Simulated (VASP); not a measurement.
# Si (P6_3/mmc) in VASP: notebook

Runs on Si. Level: PBE. Tasks: single point, relaxation of shape and atoms at fixed volume.

Everything below comes from runs of VASP 6.6.1. Logs are shortened: lines on timing, memory, paths and dates and some standing lists are left out, and cuts for length are marked.

**1. The cell of the first run**

Symmetry: P6_3/mmc, No. 194, hexagonal system. Conventional cell: a = 3.795 Å, b = 3.795 Å, c = 4.368 Å, α = 90.00°, β = 90.00°, γ = 120.00°. Within 2.9 Å of Si (site symmetry -6m2) lie 5 Si at 2.18 to 2.19 Å. Within 2.9 Å of Si (site symmetry -6m2) lie 3 Si at 2.19 Å.

**2. Single point, PBE**

File INCAR:

```
SYSTEM = Si
PREC     = Accurate       ! precision mode
ENCUT    = 520            ! plane-wave cutoff, eV
EDIFF    = 1E-6           ! SCF threshold, eV
ISMEAR   = -1             ! smearing method
SIGMA    = 0.05           ! smearing width, eV
LREAL    = .FALSE.        ! projectors in reciprocal space
LASPH    = .TRUE.         ! aspherical terms in the spheres
NELM     = 80             ! most SCF steps
ALGO     = Normal         ! electronic algorithm
ISIF     = 2              ! what is computed and relaxed
LWAVE    = .FALSE.        ! write WAVECAR
LCHARG   = .FALSE.        ! write CHGCAR
GGA      = PE             ! functional
NBANDS   = 16             ! bands
```

File KPOINTS:

```
Automatic mesh
0
G
  10 10 4
  0 0 0
```

File POSCAR:

```
Si
1.0
    3.7953263930      0.0000000000      0.0000000000
   -1.8976631965      3.2868490720      0.0000000000
    0.0000000000      0.0000000000      4.3681292397
Si
4
Direct
    0.0000000000      0.0000000000      0.2500000000
    0.0000000000      0.0000000000      0.7500000000
    0.3333333333      0.6666666667      0.2500000000
    0.6666666667      0.3333333333      0.7500000000
```

Potentials or basis: VASP PAW PBE potentials, release 64 (Si).

Command:

```console
$ cat potpaw_PBE.64/Si/POTCAR > POTCAR
$ mpirun -np 1 vasp_std > vasp.out
```

OUTCAR:

```text
SYSTEM = Si
   PREC = Accurate
   ENCUT = 520
   EDIFF = 1E-6
   ISMEAR = -1
   LREAL = .FALSE.
   LASPH = .TRUE.
   NELM = 80
   ISIF = 2
   GGA = PE

 ion  position               nearest neighbor table
   1  0.000  0.000  0.250-   2 2.18   2 2.18   3 2.19   3 2.19   3 2.19   4 3.09   4 3.09   4 3.09
                             4 3.09   4 3.09   4 3.09
   2  0.000  0.000  0.750-   1 2.18   1 2.18   4 2.19   4 2.19   4 2.19   3 3.09   3 3.09   3 3.09
                             3 3.09   3 3.09   3 3.09
   3  0.333  0.667  0.250-   1 2.19   1 2.19   1 2.19   2 3.09   2 3.09   4 3.09   4 3.09   4 3.09
                             4 3.09   2 3.09   2 3.09   2 3.09   2 3.09   4 3.09   4 3.09
   4  0.667  0.333  0.750-   2 2.19   2 2.19   2 2.19   1 3.09   3 3.09   1 3.09   3 3.09   3 3.09
                             3 3.09   1 3.09   1 3.09   1 3.09   1 3.09   3 3.09   3 3.09

  LATTYP: Found a hexagonal cell.
 ALAT       =     3.7953263930
 C/A-ratio  =     1.1509232112

  Lattice vectors:

 A1 = (   3.7953263930,   0.0000000000,   0.0000000000)
 A2 = (  -1.8976631965,   3.2868490720,   0.0000000000)
 A3 = (   0.0000000000,   0.0000000000,   4.3681292397)

Analysis of symmetry for initial positions (statically):
=====================================================================
 Subroutine PRICEL returns:
 Original cell was already a primitive cell.

 Routine SETGRP: Setting up the symmetry group for a
 hexagonal supercell.

 Subroutine GETGRP returns: Found 24 space group operations
 (whereof 12 operations were pure point group operations)
 out of a pool of 24 trial point group operations.

The static configuration has the point symmetry D_3d.
 The point group associated with its full space group is D_6h.

Analysis of symmetry for dynamics (positions and initial velocities):
=====================================================================
 Subroutine PRICEL returns:
 Original cell was already a primitive cell.

 Routine SETGRP: Setting up the symmetry group for a
 hexagonal supercell.

 Subroutine GETGRP returns: Found 24 space group operations
 (whereof 12 operations were pure point group operations)
 out of a pool of 24 trial point group operations.

The dynamic configuration has the point symmetry D_3d.
 The point group associated with its full space group is D_6h.

 Subroutine INISYM returns: Found 24 space group operations
 (whereof 12 operations are pure point group operations),
 and found     1 'primitive' translations

----------------------------------------------------------------------------------------

                                     Primitive cell

  volume of cell :      54.4909

  direct lattice vectors                    reciprocal lattice vectors
     3.795326393  0.000000000  0.000000000     0.263481950  0.152121375  0.000000000
    -1.897663196  3.286849072  0.000000000     0.000000000  0.304242750  0.000000000
     0.000000000  0.000000000  4.368129240     0.000000000  0.000000000  0.228930955

  length of vectors
     3.795326393  3.795326393  4.368129240     0.304242750  0.304242750  0.228930955

  position of ions in fractional coordinates (direct lattice)
     0.000000000  0.000000000  0.250000000
     0.000000000  0.000000000  0.750000000
     0.333333333  0.666666667  0.250000000
     0.666666667  0.333333333  0.750000000

  ion indices of the primitive-cell ions
   primitive index   ion index
                 1           1
                 2           2
                 3           3
                 4           4

----------------------------------------------------------------------------------------

 KPOINTS: Automatic mesh

Automatic generation of k-mesh.
 Grid dimensions read from file:
 generate k-points for:   10   10    4

 Generating k-lattice:

  Cartesian coordinates                     Fractional coordinates (reciprocal lattice)
     0.026348195  0.015212137  0.000000000     0.100000000 -0.000000000  0.000000000
     0.000000000  0.030424275  0.000000000     0.000000000  0.100000000  0.000000000
     0.000000000  0.000000000  0.057232739     0.000000000  0.000000000  0.250000000

  Length of vectors
     0.030424275  0.030424275  0.057232739

  Shift w.r.t. Gamma in fractional coordinates (k-lattice)
     0.000000000  0.000000000  0.000000000

 Subroutine IBZKPT returns following result:
 ===========================================

 Found     42 irreducible k-points:

 Following reciprocal coordinates:
            Coordinates               Weight
  0.000000  0.000000  0.000000      1.000000
  0.100000  0.000000  0.000000      6.000000
  0.200000  0.000000  0.000000      6.000000
  0.300000  0.000000  0.000000      6.000000
  0.400000  0.000000  0.000000      6.000000
  0.500000  0.000000  0.000000      3.000000
[... 16 lines left out ...]
  0.300000  0.100000  0.250000     24.000000
  0.400000  0.100000  0.250000     24.000000
 [... further k-points ...]
   k-points           NKPTS =     42   k-points in BZ     NKDIM =     42   number of bands    NBANDS=     16
   number of dos      NEDOS =    301   number of ions     NIONS =      4
   total plane-waves  NPLWV =  25088
   dimension x,y,z NGX =    28 NGY =   28 NGZ =   32
   dimension x,y,z NGXF=    56 NGYF=   56 NGZF=   64
   ions per type =               4
   NGX,Y,Z   is equivalent  to a cutoff of  12.26, 12.26, 12.18 a.u.
   NGXF,Y,Z  is equivalent  to a cutoff of  24.53, 24.53, 24.36 a.u.
 SYSTEM =  Si
   PREC   = accura    normal or accurate (medium, high low for compatibility)
   ISTART =      0    job   : 0-new  1-cont  2-samecut
   ICHARG =      2    charge: 1-file 2-atom 10-const
   ISPIN  =      1    spin polarized calculation?
   LNONCOLLINEAR =      F non collinear calculations
   LSORBIT =      F    spin-orbit coupling
   LASPH  =      T    aspherical Exc in radial PAW
   ENCUT  =  520.0 eV  38.22 Ry    6.18 a.u.   7.06  7.06  8.12*2*pi/ulx,y,z
   NELM   =     80;   NELMIN=  2; NELMDL= -5     # of ELM steps
   EDIFF  = 0.1E-05   stopping-criterion for ELM
   LREAL  =      F    real-space projection
   EDIFFG = 0.1E-04   stopping-criterion for IOM
   NSW    =      0    number of steps for IOM
   IBRION =     -1    ionic relax: 0-MD 1-quasi-New 2-CG
   NFREE  =      0    steps in history (QN), initial steepest desc. (CG)
   ISIF   =      2    stress and relaxation
   ISYM   =      2    0-nonsym 1-usesym 2-fastsym
   POTIM  = 0.5000    time-step for ionic-motion
   TEBEG  =    0.0;   TEEND  =   0.0 temperature during run
   PSTRESS=    0.0 pullay stress
   NELECT =      16.0000    total number of electrons
   NUPDOWN=      -1.0000    fix difference up-down
   EMIN   =  10.00;   EMAX   =-10.00  energy-range for DOS
   EFERMI =   0.00;   METHOD = LEGACY
   ISMEAR =    -1;   SIGMA  =   0.05  broadening in eV -4-tet -1-fermi 0-gaus
   EFERMI_NEDOS =   21; number of points for ismear=-14 and -15
   IALGO  =     38    algorithm
   IMIX   =      4    mixing-type and parameters
     AMIX     =   0.40;   BMIX     =  1.00
     AMIX_MAG =   1.60;   BMIX_MAG =  1.00
  volume/ion in A,a.u.               =      13.62        91.93
  Fermi-wavevector in a.u.,A,eV,Ry     =   1.088111  2.056232 16.109114  1.183986
  Thomas-Fermi vector in A             =   2.224286
   LORBIT       =      0    0 simple, 1 ext, 2 COOP (PROOUT), +10 PAW based schemes
   GGA     = PE    functional components
   LHFCALC =     F    Hartree Fock is set to
   AEXX    =    0.0000 exact exchange contribution
   IVDW    =     0    specifies the selected vdW correction
   LEPSILON=     F    determine dielectric tensor
   LRPA    =     F    only Hartree local field effects (RPA)
 non-spin polarized calculation
  energy-cutoff  :      520.00
  volume of cell :       54.49
 maximum number of plane-waves:      1484
   NGX = 15   NGY = 15   NGZ = 17

 number of electron      16.0000000 magnetization

 Free energy of the ion-electron system (eV)
  ---------------------------------------------------
  ext. energy  EPLUGINS =         0.00000000
  ---------------------------------------------------
  free energy    TOTEN  =       -17.57372680 eV

  energy without entropy =      -17.56741606  energy(sigma->0) =      -17.57057143

 E-fermi :  10.6688     XC(G=0): -11.2236

 val. band max:       10.5219278495   @ k =   0.1000   0.1000   0.5000
 cond. band min:      10.6729466145   @ k =   0.4000   0.2000   0.0000
 fundamental gap:      0.1510187650
 Fermi energy:        10.6688420284

 k-point     1 :       0.0000    0.0000    0.0000
  band No.  band energies     occupation
      1      -4.5183      2.00000
      2       2.3464      2.00000
      3       3.0749      2.00000
      4       6.7192      2.00000
      5       6.7192      2.00000
      6       8.5369      2.00000
[... 8 lines left out ...]
     15      15.7163      0.00000
     16      15.7163      0.00000

 k-point     2 :       0.1000    0.0000    0.0000
  band No.  band energies     occupation
      1      -4.3923      2.00000
      2       2.4417      2.00000
      3       3.1870      2.00000
      4       5.5016      2.00000
      5       6.3178      2.00000
      6       8.1349      2.00000
[... 8 lines left out ...]
     15      15.3348      0.00000
     16      15.7921      0.00000

 k-point     3 :       0.2000    0.0000    0.0000
  band No.  band energies     occupation
      1      -4.0173      2.00000
      2       2.6354      2.00000
      3       3.5170      2.00000
      4       3.8187      2.00000
      5       5.6752      2.00000
      6       7.3353      2.00000
[... 8 lines left out ...]
     15      15.5395      0.00000
     16      17.0805      0.00000

 k-point     4 :       0.3000    0.0000    0.0000
  band No.  band energies     occupation
      1      -3.4072      2.00000
      2       1.7621      2.00000
      3       3.4886      2.00000
      4       4.0381      2.00000
      5       5.1513      2.00000
      6       6.5516      2.00000
[... 8 lines left out ...]
     15      17.9590      0.00000
     16      18.7200      0.00000
[... 324 lines left out ...]
 k-point    22 :       0.2000    0.1000    0.2500
  band No.  band energies     occupation
      1      -3.1866      2.00000
      2       0.4018      2.00000
      3       3.1922      2.00000
      4       4.6678      2.00000
      5       6.4213      2.00000
      6       7.7045      2.00000
[... 8 lines left out ...]
     15      17.3059      0.00000
     16      17.7205      0.00000

 k-point    23 :       0.3000    0.1000    0.2500
  band No.  band energies     occupation
      1      -2.4799      2.00000
      2       0.9198      2.00000
      3       1.8042      2.00000
      4       3.9769      2.00000
      5       5.3994      2.00000
      6       7.6776      2.00000
[... 8 lines left out ...]
     15      18.0259      0.00000
     16      19.0836      0.00000

 k-point    24 :       0.4000    0.1000    0.2500
  band No.  band energies     occupation
      1      -1.6940      2.00000
      2       0.2643      2.00000
      3       2.0245      2.00000
      4       3.2358      2.00000
      5       4.7519      2.00000
      6       7.5024      2.00000
[... 8 lines left out ...]
     15      18.7711      0.00000
     16      19.1726      0.00000

 [... further k-points ...]
[... 5 lines left out ...]
  --------------------------------------------------------------------------------------
  -------------------------------------------------------------------------------------
  Total       15.0682186     15.0682186     15.1003733      0.0000000      0.0000000      0.0000000
  in kB      443.0452895    443.0452895    443.9907201      0.0000000      0.0000000      0.0000000
  external PRESSURE =     443.3604331 kB  Pullay stress =       0.0000000 kB

 VOLUME and BASIS-vectors are now :
 -----------------------------------------------------------------------------
  energy-cutoff  :      520.00
  volume of cell :       54.49
      direct lattice vectors                 reciprocal lattice vectors
     3.795326393  0.000000000  0.000000000     0.263481950  0.152121375  0.000000000
    -1.897663196  3.286849072  0.000000000     0.000000000  0.304242750  0.000000000
     0.000000000  0.000000000  4.368129240     0.000000000  0.000000000  0.228930955

 POSITION                                       TOTAL-FORCE (eV/Angst)
 -----------------------------------------------------------------------------------
      0.00000      0.00000      1.09203        -0.000000     -0.000000     -0.000000
      0.00000      0.00000      3.27610         0.000000      0.000000     -0.000000
     -0.00000      2.19123      1.09203         0.000000     -0.000000      0.000000
      1.89766      1.09562      3.27610        -0.000000     -0.000000      0.000000
 -----------------------------------------------------------------------------------
    total drift:                               -0.000000     -0.000000     -0.000000

  FREE ENERGIE OF THE ION-ELECTRON SYSTEM (eV)
  ---------------------------------------------------
  free  energy   TOTEN  =       -17.5737267989 eV

  energy  without entropy=      -17.5674160580  energy(sigma->0) =      -17.57057143
```

Run time: 10 s. Hardware: 1 thread of Intel Xeon 6975P-C (Granite Rapids), shared host; peak memory 0.16 GiB.

Results:

- Free energy: -17.5737 eV
- Pressure: 44.3 GPa
- Band gap on the k mesh: zero (band 8 reaches 12.44 eV, above the bottom of band 9 at 9.23 eV)

**3. Relaxation of shape and atoms at fixed volume, PBE**

This run uses another cell than the first one, of the same volume but with other edges.

File INCAR:

```
  PREC = Accurate
  ENCUT = 600
  EDIFF = 1E-6
  ISMEAR = -1
  SIGMA = 0.05
  LREAL = False
  LASPH = True
  NELM = 60
  ALGO = Normal
  ISIF = 4
  LWAVE = False
  LCHARG = False
  GGA = PE
  IBRION = 2
  NSW = 50
  EDIFFG = -0.005
```

File KPOINTS:

```
regular mesh
0
Gamma
  10 10 4
```

File POSCAR:

```
Si
1.0
    3.2014382066      0.0000000000      0.0000000000
   -1.6007191033      2.7725268156      0.0000000000
    0.0000000000      0.0000000000      6.1390828342
Si
4
Direct
    0.0000000000      0.0000000000      0.2500000000
    0.0000000000      0.0000000000      0.7500000000
    0.3333333333      0.6666666667      0.2500000000
    0.6666666667      0.3333333333      0.7500000000
```

Potentials or basis: VASP PAW PBE potentials, release 64 (Si).

Command:

```console
$ cat potpaw_PBE.64/Si/POTCAR > POTCAR
$ mpirun -np 1 vasp_std > vasp.out
```

Wall time 1.7 min (1 thread of Intel Xeon 6975P-C (Granite Rapids), shared host); peak memory 0.18 GiB.

The run converged. Its results:

- Free energy: -17.5729 eV
- Energy gained by relaxing: 2528.7 meV/atom
- Ionic steps: 23
- Pressure after relaxing: 44.3 GPa
- Band gap on the k mesh: zero (band 8 reaches 12.44 eV, above the bottom of band 9 at 9.23 eV)

Step by step:
| step | energy change (eV) | largest force (eV/Å) | pressure (GPa) | volume (Å³) |
| --- | --- | --- | --- | --- |
| 1 | 0.0000 | 0.0000 | 135.66 | 54.49 |
| 2 | 3.1692 | 0.0000 | 103.02 | 54.49 |
| 3 | -9.7829 | 0.0000 | 49.33 | 54.49 |
| 4 | -10.0437 | 0.0000 | 46.10 | 54.49 |
| 5 | -10.1026 | 0.0000 | 43.85 | 54.49 |
| 6 | -10.1148 | 0.0000 | 44.41 | 54.49 |
| 7 | -10.1148 | 0.0000 | 44.41 | 54.49 |
| 8 | -10.1148 | 0.0000 | 44.41 | 54.49 |
| 9 | -10.1148 | 0.0000 | 44.41 | 54.49 |
| 10 | -10.1148 | 0.0000 | 44.41 | 54.49 |
| 11 | -10.1148 | 0.0000 | 44.41 | 54.49 |
| 12 | -10.1148 | 0.0000 | 44.41 | 54.49 |
| 13 | -10.1148 | 0.0000 | 44.41 | 54.49 |
| 14 | -10.1148 | 0.0000 | 44.41 | 54.49 |
| 15 | -10.1148 | 0.0000 | 44.41 | 54.49 |
| 16 | -10.1148 | 0.0000 | 44.41 | 54.49 |
| 17 | -10.1148 | 0.0000 | 44.40 | 54.49 |
| 18 | -10.1149 | 0.0000 | 44.40 | 54.49 |
| 19 | -10.1149 | 0.0000 | 44.39 | 54.49 |
| 20 | -10.1149 | 0.0000 | 44.38 | 54.49 |
| 21 | -10.1150 | 0.0000 | 44.36 | 54.49 |
| 22 | -10.1149 | 0.0000 | 44.31 | 54.49 |
| 23 | -10.1150 | 0.0000 | 44.35 | 54.49 |

Final structure:
```xyz
4
Lattice="3.7950 0.0000 0.0000 -1.8975 3.2866 0.0000 0.0000 0.0000 4.3688" Properties=species:S:1:pos:R:3 pbc="T T T"
Si    0.0000    0.0000    1.0922
Si    0.0000    0.0000    3.2766
Si    0.0000    2.1911    1.0922
Si    1.8975    1.0955    3.2766
```

Levels at points of the mesh, in eV from the Fermi level:
| k point | band 4 | band 5 | band 6 | band 7 | band 8 | band 9 | band 10 | band 11 | band 12 |
| --- | --- | --- | --- | --- | --- | --- | --- | --- | --- |
| (0.00, 0.00, 0.00) | -3.95 | -3.95 | -2.13 | -2.13 | -1.90 | 1.82 | 2.76 | 2.76 | 2.87 |
| (0.50, 0.00, 0.00) | -5.96 | -5.66 | -5.33 | -2.96 | -2.00 | -0.75 | 2.27 | 2.84 | 4.10 |
| (0.00, 0.00, 0.50) | -2.65 | -2.65 | -2.65 | -1.22 | -1.22 | 0.99 | 0.99 | 0.99 | 0.99 |
| (0.50, 0.00, 0.50) | -9.24 | -4.30 | -4.30 | -2.17 | -2.17 | 2.36 | 2.36 | 5.36 | 5.36 |

**4. Relaxation of shape and atoms at fixed volume, PBE**

This run uses another cell than the first one, of the same volume but with other edges.

File INCAR:

```
SYSTEM = Si
PREC = Accurate
ENCUT = 600
EDIFF = 1E-7
ISMEAR = -1
SIGMA = 0.05
LREAL = .False.
LASPH = .True.
NELM = 80
ALGO = Normal
ISIF = 4
LWAVE = .False.
LCHARG = .False.
GGA = PE
IBRION = 2
NSW = 50
EDIFFG = -0.005
ISYM = 0
```

File KPOINTS:

```
Automatic mesh
0
Gamma
  10 10 4
  0.5 0.5 0.5
```

POSCAR is that of step 3.

Command:

```console
$ cat potpaw_PBE.64/Si/POTCAR > POTCAR
$ mpirun -np 1 vasp_std > vasp.out
```

It took 25 min on 1 thread of Intel Xeon 6975P-C (Granite Rapids), shared host; peak memory 0.5 GiB.

The run converged. Its results:

```
Free energy               : -17.3346 eV
Energy gained by relaxing : 2477.7 meV/atom
Ionic steps               : 21
Pressure after relaxing   : 44.9 GPa
Band gap on the k mesh    : zero (band 8 reaches 12.00 eV, above the bottom of band 9 at 9.72 eV)
```

Step by step:
| step | energy change (eV) | largest force (eV/Å) | pressure (GPa) | volume (Å³) |
| --- | --- | --- | --- | --- |
| 1 | 0.0000 | 0.0000 | 136.10 | 54.49 |
| 2 | 1.6542 | 0.0000 | 94.45 | 54.49 |
| 3 | -9.8154 | 0.0000 | 48.52 | 54.49 |
| 4 | -9.8704 | 0.0000 | 46.91 | 54.49 |
| 5 | -9.9105 | 0.0000 | 44.82 | 54.49 |
| 6 | -9.9082 | 0.0000 | 45.23 | 54.49 |
| 7 | -9.9082 | 0.0000 | 45.23 | 54.49 |
| 8 | -9.9084 | 0.0000 | 45.22 | 54.49 |
| 9 | -9.9084 | 0.0000 | 45.22 | 54.49 |
| 10 | -9.9084 | 0.0000 | 45.22 | 54.49 |
| 11 | -9.9084 | 0.0000 | 45.21 | 54.49 |
| 12 | -9.9084 | 0.0000 | 45.21 | 54.49 |
| 13 | -9.9084 | 0.0000 | 45.21 | 54.49 |
| 14 | -9.9084 | 0.0000 | 45.21 | 54.49 |
| 15 | -9.9085 | 0.0000 | 45.20 | 54.49 |
| 16 | -9.9087 | 0.0000 | 45.19 | 54.49 |
| 17 | -9.9090 | 0.0000 | 45.16 | 54.49 |
| 18 | -9.9095 | 0.0000 | 45.11 | 54.49 |
| 19 | -9.9103 | 0.0000 | 45.01 | 54.49 |
| 20 | -9.9105 | 0.0000 | 44.80 | 54.49 |
| 21 | -9.9106 | 0.0000 | 44.89 | 54.49 |

Final structure:
```
Si
1.0
     3.77691    0.00000    0.00000
    -1.88845    3.27090    0.00000
     0.00000    0.00000    4.41084
Si
4
Direct
  0.00000 0.00000 0.25000
  0.00000 0.00000 0.75000
  0.33333 0.66667 0.25000
  0.66667 0.33333 0.75000
```

Levels at points of the mesh, in eV from the Fermi level:
| k point | band 4 | band 5 | band 6 | band 7 | band 8 | band 9 | band 10 | band 11 | band 12 |
| --- | --- | --- | --- | --- | --- | --- | --- | --- | --- |
| (0.05, 0.05, 0.12) | -4.66 | -4.09 | -2.07 | -1.88 | -0.67 | 1.24 | 1.95 | 2.45 | 3.28 |

**5. Overview**

```tsv
task	cell	k mesh	cutoff (eV)	gap on the mesh (eV)	pressure (GPa)
single point	a = 3.795, b = 3.795, c = 4.368 Å, angles 90.0, 90.0, 120.0°, 4 atoms	10 × 10 × 4	520	none	44.3
relaxation of shape and atoms at fixed volume	relaxed from a = 3.201, b = 3.201, c = 6.139 Å, angles 90.0, 90.0, 120.0°, 4 atoms	10 × 10 × 4	600	none	44.3
relaxation of shape and atoms at fixed volume	relaxed from a = 3.201, b = 3.201, c = 6.139 Å, angles 90.0, 90.0, 120.0°, 4 atoms	10 × 10 × 4, shifted	600	none	44.9
```

Alike in all rows: level PBE; potentials or basis VASP PAW PBE potentials, release 64 (Si); no spin polarisation; smearing fermi-dirac 0.05 eV.

Total energies depend on the potentials used, so only differences within one code and one set of settings carry meaning.
